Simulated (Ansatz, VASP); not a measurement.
**One calculation of Si, two programs**

The input INCAR:

```
SYSTEM = Si
  ALGO = Normal
  EDIFF = 1E-6
  ENCUT = 520
  GGA = PE
  ISIF = 2
  ISMEAR = 0
  LASPH = .True.
  LCHARG = .False.
  LREAL = .False.
  LWAVE = .False.
  NBANDS = 11
  NELM = 80
  PREC = Accurate
  SIGMA = 0.02
```

Contents of KPOINTS:

```
k-points
0
Gamma
  10 10 10
  0 0 0
```

The input POSCAR:

```
Si
1.0
    0.0000000000      2.7135600000      2.7135600000
    2.7135600000      0.0000000000      2.7135600000
    2.7135600000      2.7135600000      0.0000000000
Si
2
Direct
    0.7500000000      0.7500000000      0.7500000000
    0.5000000000      0.5000000000      0.5000000000
```

Input for Ansatz:

```yaml
crystal:
  lattice:
    - [0.0, 2.71356, 2.71356]
    - [2.71356, 0.0, 2.71356]
    - [2.71356, 2.71356, 0.0]
  atoms:
    - { symbol: Si, position: [0.75, 0.75, 0.75] }
    - { symbol: Si, position: [0.5, 0.5, 0.5] }
basis:
  ecutwfc: 420
kpoints:
  mp_grid: { grid: [10, 10, 10] }
hamiltonian:
  xc: pbe
scf:
  occupations: { method: gaussian, width: 0.02 }
output:
  forces: true
  stress: true
  eigenvalues: true
  populations: true
```

Alike in both runs: task single point; functional PBE; k mesh 10 × 10 × 10; occupations gaussian, width 0.02 eV; no spin polarisation.

|  | VASP | Ansatz |
| --- | --- | --- |
| version | VASP 6.6.1 | Ansatz 0.2.0 |
| potentials or method | VASP PAW PBE potentials, release 64 (Si), cutoff 520 eV | scalar-relativistic, plane waves, PAW |
| valence electrons in the cell | 8 | 8 |

```tsv
	VASP	Ansatz	Ansatz less VASP
gap on the k mesh at the Fermi level (eV)	0.58	0.58	-0.003
least direct gap on the mesh (eV)	2.57	2.56	-0.005
pressure (GPa)	2.1	2.2	+0.08
```

The functional is the same, so the differences come from potentials, cutoffs and numerics.
